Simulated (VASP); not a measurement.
The system is NaAl.

```
Na Al
1.0
     3.32344    0.00000    0.00000
     0.00000    3.32344    0.00000
     0.00000    0.00000    3.32344
Na Al
1 1
Direct
  0.00000 0.00000 0.00000
  0.50000 0.50000 0.50000
```

| Quantity | Value |
| --- | --- |
| Program | VASP 6.6.1 |
| Task | relaxation of cell and atoms |
| Functional | PBE |
| Potentials or basis | VASP PAW PBE potentials, release 64 (Na_pv, Al) |
| Cutoff | 600 eV |
| k mesh | 6 × 6 × 6 |
| Occupations | gaussian, width 0.1 eV |
| Spin | no spin polarisation |

At the start: pressure 10.4 GPa; volume 18.35 Å³/atom.

**Question.** How do energy, volume and symmetry change on relaxing?

**Answer.** Over 4 steps the energy falls by 136.9 meV/atom and the volume is 23.46 Å³/atom (+27.8 %); space group Pm-3m (No. 221, to 0.05 Å).

Step by step:
| step | energy change (eV) | largest force (eV/Å) | pressure (GPa) | volume (Å³) |
| --- | --- | --- | --- | --- |
| 1 | 0.0000 | 0.0000 | 10.37 | 36.71 |
| 2 | -0.2486 | 0.0000 | 2.55 | 43.39 |
| 3 | -0.2730 | 0.0000 | 0.38 | 46.34 |
| 4 | -0.2737 | 0.0000 | 0.02 | 46.92 |

Final structure:
```
Na Al
1.0
     3.60665    0.00000    0.00000
     0.00000    3.60665    0.00000
     0.00000    0.00000    3.60665
Na Al
1 1
Direct
  0.00000 0.00000 0.00000
  0.50000 0.50000 0.50000
```

Caveat: the volume moved by over 15 % at a fixed basis, so the end points are rough.
